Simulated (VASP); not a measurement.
# W (I4/mmm) in VASP: a series of runs

Runs on W. Level: LDA. Tasks: single point.

Program: VASP 6.6.1. These are calculated values, not measurements. Logs are shortened: lines on timing, memory, paths and dates and some standing lists are left out, and cuts for length are marked.

### 1 The cell of the first run

It takes space group I4/mmm (No. 139, tetragonal). Conventional cell: a = 2.809 Å, b = 2.809 Å, c = 4.271 Å, α = 90.00°, β = 90.00°, γ = 90.00°. W (site symmetry 4/mmm) has 12 W at 2.81 to 2.92 Å within 3.7 Å.

### 2 Single point, LDA (engineering shear strain xz +0.0000, normal strain along z +0.0750)

File INCAR:

```
SYSTEM = W
PREC = Accurate
ENCUT = 520
EDIFF = 1E-7
ISMEAR = 0
SIGMA = 0.15
LREAL = .FALSE.
LASPH = .TRUE.
NELM = 60
ALGO = Fast
ISIF = 2
LWAVE = .FALSE.
LCHARG = .TRUE.
GGA = CA
LELF = .TRUE.
LVHAR = .TRUE.
NBANDS = 13
```

File KPOINTS:

```
Automatic mesh
0
G
  20 20 20
  0 0 0
```

File POSCAR:

```
W
1.0
    0.0000000000      1.9864787842      2.1354646930
    1.9864787842      0.0000000000      2.1354646930
    1.9864787842      1.9864787842      0.0000000000
W
1
Direct
    0.0000000000      0.0000000000      0.0000000000
```

Potentials or basis: VASP PAW LDA potentials, release 64 (W_sv).

Command:

```
cat potpaw_LDA.64/W_sv/POTCAR > POTCAR
mpirun -np 1 vasp_std > vasp.out
```

OUTCAR:

```text
SYSTEM = W
   PREC = Accurate
   ENCUT = 520
   EDIFF = 1E-7
   ISMEAR = 0
   LREAL = .FALSE.
   LASPH = .TRUE.
   NELM = 60
   ISIF = 2
   GGA = CA

 ion  position               nearest neighbor table
   1  0.000  0.000  0.000-

  LATTYP: Found a body centered tetragonal cell.
 ALAT       =     2.8093052380
 C/A-ratio  =     1.5202795795

  Lattice vectors:

 A1 = (  -1.9864787842,   0.0000000000,   2.1354646930)
 A2 = (   1.9864787842,   0.0000000000,   2.1354646930)
 A3 = (   0.0000000000,   1.9864787842,  -2.1354646930)

Analysis of symmetry for initial positions (statically):
=====================================================================
 Subroutine PRICEL returns:
 Original cell was already a primitive cell.

 Routine SETGRP: Setting up the symmetry group for a
 body centered tetragonal supercell.

 Subroutine GETGRP returns: Found 16 space group operations
 (whereof 16 operations were pure point group operations)
 out of a pool of 16 trial point group operations.

The static configuration has the point symmetry D_4h.

Analysis of symmetry for dynamics (positions and initial velocities):
=====================================================================
 Subroutine PRICEL returns:
 Original cell was already a primitive cell.

 Routine SETGRP: Setting up the symmetry group for a
 body centered tetragonal supercell.

 Subroutine GETGRP returns: Found 16 space group operations
 (whereof 16 operations were pure point group operations)
 out of a pool of 16 trial point group operations.

The dynamic configuration has the point symmetry D_4h.

 Subroutine INISYM returns: Found 16 space group operations
 (whereof 16 operations are pure point group operations),
 and found     1 'primitive' translations

----------------------------------------------------------------------------------------

                                     Primitive cell

  volume of cell :      16.8535

  direct lattice vectors                    reciprocal lattice vectors
     0.000000000  1.986478784  2.135464693    -0.251701656  0.251701656  0.234141076
     1.986478784  0.000000000  2.135464693     0.251701656 -0.251701656  0.234141076
     1.986478784  1.986478784  0.000000000     0.251701656  0.251701656 -0.234141076

  length of vectors
     2.916557460  2.916557460  2.809305238     0.426062778  0.426062778  0.426062778

  position of ions in fractional coordinates (direct lattice)
     0.000000000  0.000000000  0.000000000

  ion indices of the primitive-cell ions
   primitive index   ion index
                 1           1

----------------------------------------------------------------------------------------

 KPOINTS: Automatic mesh

Automatic generation of k-mesh.
 Grid dimensions read from file:
 generate k-points for:   20   20   20

 Generating k-lattice:

  Cartesian coordinates                     Fractional coordinates (reciprocal lattice)
    -0.012585083  0.012585083  0.011707054     0.050000000 -0.000000000  0.000000000
     0.012585083 -0.012585083  0.011707054    -0.000000000  0.050000000  0.000000000
     0.012585083  0.012585083 -0.011707054     0.000000000  0.000000000  0.050000000

  Length of vectors
     0.021303139  0.021303139  0.021303139

  Shift w.r.t. Gamma in fractional coordinates (k-lattice)
     0.000000000  0.000000000  0.000000000

 Subroutine IBZKPT returns following result:
 ===========================================

 Found    641 irreducible k-points:

 Following reciprocal coordinates:
            Coordinates               Weight
  0.000000  0.000000  0.000000      1.000000
  0.050000  0.000000  0.000000      8.000000
  0.100000  0.000000  0.000000      8.000000
  0.150000  0.000000  0.000000      8.000000
  0.200000  0.000000  0.000000      8.000000
  0.250000  0.000000  0.000000      8.000000
[... 16 lines left out ...]
 -0.400000  0.050000  0.000000      8.000000
 -0.350000  0.050000  0.000000      8.000000
 [... further k-points ...]
   k-points           NKPTS =    641   k-points in BZ     NKDIM =    641   number of bands    NBANDS=     13
   number of dos      NEDOS =    301   number of ions     NIONS =      1
   total plane-waves  NPLWV =  13824
   dimension x,y,z NGX =    24 NGY =   24 NGZ =   24
   dimension x,y,z NGXF=    48 NGYF=   48 NGZF=   48
   ions per type =               1
   NGX,Y,Z   is equivalent  to a cutoff of  13.68, 13.68, 14.20 a.u.
   NGXF,Y,Z  is equivalent  to a cutoff of  27.36, 27.36, 28.40 a.u.
 SYSTEM =  W
   PREC   = accura    normal or accurate (medium, high low for compatibility)
   ISTART =      0    job   : 0-new  1-cont  2-samecut
   ICHARG =      2    charge: 1-file 2-atom 10-const
   ISPIN  =      1    spin polarized calculation?
   LNONCOLLINEAR =      F non collinear calculations
   LSORBIT =      F    spin-orbit coupling
   LASPH  =      T    aspherical Exc in radial PAW
   ENCUT  =  520.0 eV  38.22 Ry    6.18 a.u.   5.42  5.42  5.22*2*pi/ulx,y,z
   NELM   =     60;   NELMIN=  2; NELMDL= -5     # of ELM steps
   EDIFF  = 0.1E-06   stopping-criterion for ELM
   LREAL  =      F    real-space projection
   EDIFFG = 0.1E-05   stopping-criterion for IOM
   NSW    =      0    number of steps for IOM
   IBRION =     -1    ionic relax: 0-MD 1-quasi-New 2-CG
   NFREE  =      0    steps in history (QN), initial steepest desc. (CG)
   ISIF   =      2    stress and relaxation
   ISYM   =      2    0-nonsym 1-usesym 2-fastsym
   POTIM  = 0.5000    time-step for ionic-motion
   TEBEG  =    0.0;   TEEND  =   0.0 temperature during run
   PSTRESS=    0.0 pullay stress
   NELECT =      14.0000    total number of electrons
   NUPDOWN=      -1.0000    fix difference up-down
   EMIN   =  10.00;   EMAX   =-10.00  energy-range for DOS
   EFERMI =   0.00;   METHOD = LEGACY
   ISMEAR =     0;   SIGMA  =   0.15  broadening in eV -4-tet -1-fermi 0-gaus
   EFERMI_NEDOS =   21; number of points for ismear=-14 and -15
   IALGO  =     68    algorithm
   IMIX   =      4    mixing-type and parameters
     AMIX     =   0.40;   BMIX     =  1.00
     AMIX_MAG =   1.60;   BMIX_MAG =  1.00
  volume/ion in A,a.u.               =      16.85       113.73
  Fermi-wavevector in a.u.,A,eV,Ry     =   1.538937  2.908169 32.223034  2.368326
  Thomas-Fermi vector in A             =   2.645235
   LORBIT       =      0    0 simple, 1 ext, 2 COOP (PROOUT), +10 PAW based schemes
   GGA     = CA    functional components
   LHFCALC =     F    Hartree Fock is set to
   AEXX    =    0.0000 exact exchange contribution
   IVDW    =     0    specifies the selected vdW correction
   LEPSILON=     F    determine dielectric tensor
   LRPA    =     F    only Hartree local field effects (RPA)
 non-spin polarized calculation
 RMM-DIIS sequential band-by-band and
 Gauss-broadening in eV      SIGMA  =   0.15
  energy-cutoff  :      520.00
  volume of cell :       16.85
 maximum number of plane-waves:       468
 NGX is ok and might be reduce to    24
   NGX = 11   NGY = 11   NGZ = 11

 number of electron      14.0000002 magnetization

 Free energy of the ion-electron system (eV)
  ---------------------------------------------------
  ext. energy  EPLUGINS =         0.00000000
  ---------------------------------------------------
  free energy    TOTEN  =       -13.59114041 eV

  energy without entropy =      -13.57766246  energy(sigma->0) =      -13.58440144

 E-fermi :  10.1043     XC(G=0): -13.4789

 val. band max:       10.1010240153   @ k =  -0.4000  -0.0000   0.3500
 cond. band min:      10.1055054799   @ k =   0.3000   0.0000   0.3000
 fundamental gap:      0.0044814646
 Fermi energy:        10.1043171282

 k-point     1 :       0.0000    0.0000    0.0000
  band No.  band energies     occupation
      1     -63.3005      2.00000
      2     -27.2538      2.00000
      3     -27.1828      2.00000
      4     -27.1828      2.00000
      5       1.2263      2.00000
      6       8.8301      2.00000
      7       9.7864      1.99728
      8       9.7864      1.99728
      9      11.6394      0.00000
     10      13.0717      0.00000
     11      22.9104      0.00000
     12      26.4660      0.00000
     13      28.6205      0.00000

 k-point     2 :       0.0500    0.0000    0.0000
  band No.  band energies     occupation
      1     -63.2981      2.00000
      2     -27.2660      2.00000
      3     -27.2036      2.00000
      4     -27.1851      2.00000
      5       1.3339      2.00000
      6       8.8495      2.00000
      7       9.7312      1.99957
      8       9.8372      1.98822
      9      11.6129      0.00000
     10      13.0096      0.00000
     11      23.1252      0.00000
     12      26.5037      0.00000
     13      28.2431      0.00000

 k-point     3 :       0.1000    0.0000    0.0000
  band No.  band energies     occupation
      1     -63.2911      2.00000
      2     -27.3233      2.00000
      3     -27.2415      2.00000
      4     -27.1915      2.00000
      5       1.6476      2.00000
      6       8.8614      2.00000
      7       9.6169      2.00000
      8       9.9780      1.76631
      9      11.5676      0.00000
     10      12.8486      0.00000
     11      23.7145      0.00000
     12      26.2176      0.00000
     13      28.0423      0.00000
[... 305 lines left out ...]
 k-point    23 :      -0.4000    0.0500    0.0000
  band No.  band energies     occupation
      1     -63.2069      2.00000
      2     -28.2136      2.00000
      3     -27.4373      2.00000
      4     -27.2635      2.00000
      5       4.6200      2.00000
      6       8.7771      2.00000
      7       9.8763      1.96840
      8       9.8845      1.96175
      9      13.9537      0.00000
     10      15.0324      0.00000
     11      20.5435      0.00000
     12      23.2726      0.00000
     13      28.4427      0.00000

 k-point    24 :      -0.3500    0.0500    0.0000
  band No.  band energies     occupation
      1     -63.2161      2.00000
      2     -28.1198      2.00000
      3     -27.4208      2.00000
      4     -27.2511      2.00000
      5       4.5048      2.00000
      6       8.8863      2.00000
      7       9.2501      2.00000
      8      10.0174      1.58750
      9      13.4179      0.00000
     10      14.4406      0.00000
     11      21.2731      0.00000
     12      24.3688      0.00000
     13      29.4874      0.00000

 [... further k-points ...]
[... 5 lines left out ...]
  --------------------------------------------------------------------------------------
  -------------------------------------------------------------------------------------
  Total       -2.3307164     -2.3307164     -1.1134207      0.0000000      0.0000000      0.0000000
  in kB     -221.5693937   -221.5693937   -105.8472612      0.0000000      0.0000000      0.0000000
  external PRESSURE =    -182.9953495 kB  Pullay stress =       0.0000000 kB

 VOLUME and BASIS-vectors are now :
 -----------------------------------------------------------------------------
  energy-cutoff  :      520.00
  volume of cell :       16.85
      direct lattice vectors                 reciprocal lattice vectors
     0.000000000  1.986478784  2.135464693    -0.251701656  0.251701656  0.234141076
     1.986478784  0.000000000  2.135464693     0.251701656 -0.251701656  0.234141076
     1.986478784  1.986478784  0.000000000     0.251701656  0.251701656 -0.234141076

 POSITION                                       TOTAL-FORCE (eV/Angst)
 -----------------------------------------------------------------------------------
      0.00000      0.00000      0.00000         0.000000     -0.000000      0.000000
 -----------------------------------------------------------------------------------
    total drift:                               -0.000000      0.000000      0.000000

  FREE ENERGIE OF THE ION-ELECTRON SYSTEM (eV)
  ---------------------------------------------------
  free  energy   TOTEN  =       -13.5911404119 eV

  energy  without entropy=      -13.5776624631  energy(sigma->0) =      -13.58440144
```

It took 2.5 min on 1 thread of Intel Xeon 8259CL, shared host; peak memory 0.24 GiB.

What came out:

```yaml
Free_energy: -13.5911 eV
Pressure: -18.3 GPa
Band_gap_on_the_k_mesh: zero (bands 7 and 8 overlap by 3.85 eV)
```

Caveat: the cell differs from its parent crystal (engineering shear strain xz +0.0000, normal strain along z +0.0750); the stress differs along the axes, from -22 to -11 GPa; spin-orbit coupling is left out, which moves the levels of the heavy elements.

### 3 Single point, LDA (engineering shear strain xz +0.0000, normal strain along z -0.0375)

File INCAR:

```
SYSTEM = W
PREC = Accurate
ENCUT = 520
EDIFF = 1E-6
ISMEAR = 0
SIGMA = 0.15
LREAL = .False.
LASPH = .True.
NELM = 100
ALGO = Normal
ISIF = 2
LWAVE = .False.
LCHARG = .True.
GGA = CA
LELF = .True.
LVHAR = .True.
NBANDS = 13
```

File KPOINTS:

```
regular mesh
0
Gamma
  20 20 20
  0 0 0
```

File POSCAR:

```
W
1.0
    0.0000000000      1.9864787842      1.9119858298
    1.9864787842      0.0000000000      1.9119858298
    1.9864787842      1.9864787842      0.0000000000
W
1
Direct
    0.0000000000      0.0000000000      0.0000000000
```

Potentials or basis: VASP PAW LDA potentials, release 64 (W_sv).

Command:

```
cat potpaw_LDA.64/W_sv/POTCAR > POTCAR
mpirun -np 1 vasp_std > vasp.out
```

It took 2.4 min on 1 thread of Intel Xeon 8259CL, shared host; peak memory 0.24 GiB.

The run converged. Its results:

| Item | Value |
| --- | --- |
| Free energy | -13.6031 eV |
| Pressure | 14.8 GPa |
| Band gap on the k mesh | zero (bands 7 and 8 overlap by 4.83 eV) |

Stress tensor (GPa, compression positive):
```
19.00  0.00  0.00
 0.00 19.00  0.00
 0.00  0.00  6.49
```

Levels at points of the mesh, in eV from the Fermi level:
```
           k point  band 5  band 6  band 7  band 8  band 9  band 10
(0.00, 0.00, 0.00)   -9.37   -0.92   -0.92   -0.38    2.32     3.12
(0.50, 0.00, 0.00)   -6.09   -1.34   -0.70    1.04    5.36     5.77
(0.50, 0.50, 0.00)   -6.14   -5.21    4.22    5.48    6.44     6.44
(0.50, 0.00, 0.50)   -6.15   -5.07    3.40    5.49    6.07     6.72
```

Caveat: the cell differs from its parent crystal (engineering shear strain xz +0.0000, normal strain along z -0.0375); the stress differs along the axes, from 6 to 19 GPa; spin-orbit coupling is left out, which moves the levels of the heavy elements.

### 4 Single point, LDA (engineering shear strain xz +0.0000, normal strain along z +0.0375)

File INCAR:

```
ALGO = Normal
EDIFF = 1E-6
ENCUT = 520
ISIF = 2
ISMEAR = 0
LASPH = True
LCHARG = False
LREAL = False
LWAVE = False
NBANDS = 13
NELM = 100
PREC = Accurate
SIGMA = 0.15
```

File KPOINTS:

```
k-points
0
Gamma
  20 20 20
```

File POSCAR:

```
W
1.0
    0.0000000000      1.9864787842      2.0609717386
    1.9864787842      0.0000000000      2.0609717386
    1.9864787842      1.9864787842      0.0000000000
W
1
Direct
    0.0000000000      0.0000000000      0.0000000000
```

Potentials or basis: VASP PAW LDA potentials, release 64 (W_sv).

Command:

```
cat potpaw_LDA.64/W_sv/POTCAR > POTCAR
mpirun -np 1 vasp_std > vasp.out
```

OUTCAR:

```text
EDIFF = 1E-6
   ENCUT = 520
   ISIF = 2
   ISMEAR = 0
   LASPH = True
   LREAL = False
   NELM = 100
   PREC = Accurate

 ion  position               nearest neighbor table
   1  0.000  0.000  0.000-

  LATTYP: Found a body centered tetragonal cell.
 ALAT       =     2.8093052380
 C/A-ratio  =     1.4672465710

  Lattice vectors:

 A1 = (  -1.9864787842,   0.0000000000,   2.0609717386)
 A2 = (   1.9864787842,   0.0000000000,   2.0609717386)
 A3 = (   0.0000000000,   1.9864787842,  -2.0609717386)

[... 555 lines left out ...]
      6       9.5720      2.00000
      7       9.7311      2.00000
      8      10.2270      1.99361
      9      14.0937      0.00000
     10      15.1018      0.00000
     11      22.0439      0.00000
     12      25.2844      0.00000
     13      30.5172      0.00000

 [... further k-points ...]
[... 5 lines left out ...]
  --------------------------------------------------------------------------------------
  -------------------------------------------------------------------------------------
  Total       -1.2426796     -1.2426796     -0.3138197      0.0000000      0.0000000      0.0000000
  in kB     -122.4052017   -122.4052017    -30.9115581      0.0000000      0.0000000      0.0000000
  external PRESSURE =     -91.9073205 kB  Pullay stress =       0.0000000 kB

 VOLUME and BASIS-vectors are now :
 -----------------------------------------------------------------------------
  energy-cutoff  :      520.00
  volume of cell :       16.27
      direct lattice vectors                 reciprocal lattice vectors
     0.000000000  1.986478784  2.060971739    -0.251701656  0.251701656  0.242604006
     1.986478784  0.000000000  2.060971739     0.251701656 -0.251701656  0.242604006
     1.986478784  1.986478784  0.000000000     0.251701656  0.251701656 -0.242604006

 POSITION                                       TOTAL-FORCE (eV/Angst)
 -----------------------------------------------------------------------------------
      0.00000      0.00000      0.00000         0.000000      0.000000      0.000000
 -----------------------------------------------------------------------------------
    total drift:                               -0.000000      0.000000      0.000000

  FREE ENERGIE OF THE ION-ELECTRON SYSTEM (eV)
  ---------------------------------------------------
  free  energy   TOTEN  =       -13.6157751265 eV

  energy  without entropy=      -13.6019037466  energy(sigma->0) =      -13.60883944
```

OSZICAR:

```text
N       E                     dE             d eps       ncg     rms          rms(c)
DAV:   1     0.844472966962E+02    0.84447E+02   -0.74923E+03 16714   0.122E+03
DAV:   2    -0.126109131799E+02   -0.97058E+02   -0.93461E+02 18606   0.318E+02
DAV:   3    -0.142805987206E+02   -0.16697E+01   -0.16605E+01 18416   0.400E+01
DAV:   4    -0.142877842790E+02   -0.71856E-02   -0.71851E-02 18746   0.290E+00
DAV:   5    -0.142878469566E+02   -0.62678E-04   -0.62678E-04 18656   0.255E-01    0.195E+01
DAV:   6    -0.137500838771E+02    0.53776E+00   -0.44571E-01 17851   0.848E+00    0.749E+00
DAV:   7    -0.136210389493E+02    0.12904E+00   -0.19516E-01 18816   0.520E+00    0.460E-01
DAV:   8    -0.136158338971E+02    0.52051E-02   -0.42904E-03 16861   0.884E-01    0.598E-02
DAV:   9    -0.136157700896E+02    0.63807E-04   -0.81887E-05 20212   0.993E-02    0.354E-02
DAV:  10    -0.136157751661E+02   -0.50765E-05   -0.41854E-06 17496   0.255E-02    0.540E-03
DAV:  11    -0.136157751265E+02    0.39598E-07   -0.98471E-08  9903   0.335E-03
   1 F= -.13615775E+02 E0= -.13608839E+02  d E =-.138714E-01
```

stdout:

```text
POSCAR found type information on POSCAR W
 POSCAR found :  1 types and       1 ions
 scaLAPACK will be used
 LDA part: xc-table for (Slater(with rela. corr.)+CA(PZ))
 , standard interpolation
 POSCAR, INCAR and KPOINTS ok, starting setup
 FFT: planning ... GRIDC
 FFT: planning ... GRID_SOFT
 FFT: planning ... GRID
 WAVECAR not read
 entering main loop
```

It took 1.9 min on 1 thread of Intel Xeon 8259CL, shared host; peak memory 0.24 GiB.

What came out:

| Quantity | Value |
| --- | --- |
| Free energy | -13.6158 eV |
| Pressure | -9.2 GPa |
| Band gap on the k mesh | zero (bands 7 and 8 overlap by 3.99 eV) |

Stress tensor (GPa, compression positive):
```
-12.24   0.00   0.00
  0.00 -12.24   0.00
  0.00   0.00  -3.09
```

Caveat: the cell differs from its parent crystal (engineering shear strain xz +0.0000, normal strain along z +0.0375); the stress differs along the axes, from -12 to -3 GPa; spin-orbit coupling is left out, which moves the levels of the heavy elements.

### 5 The runs side by side

```tsv
cell	gap on the mesh (eV)	pressure (GPa)
a = 2.917, b = 2.917, c = 2.809 Å, angles 61.2, 61.2, 57.6°, 1 atom	none	-18.3
a = 2.757, b = 2.757, c = 2.809 Å, angles 59.4, 59.4, 61.3°, 1 atom	none	14.8
a = 2.862, b = 2.862, c = 2.809 Å, angles 60.6, 60.6, 58.8°, 1 atom	none	-9.2
```

Alike in all rows: task single point; level LDA; potentials or basis VASP PAW LDA potentials, release 64 (W_sv); no spin polarisation; k mesh 20 × 20 × 20; cutoff (eV) 520; smearing gaussian 0.15 eV.

Caveats: spin-orbit coupling is left out, which moves the levels of the heavy elements; the stress differs along the axes, from -22 to -11 GPa (at least some runs); the stress differs along the axes, from 6 to 19 GPa (at least some runs); the stress differs along the axes, from -12 to -3 GPa (at least some runs).

Absolute energies hang on the potentials; compare differences alone.
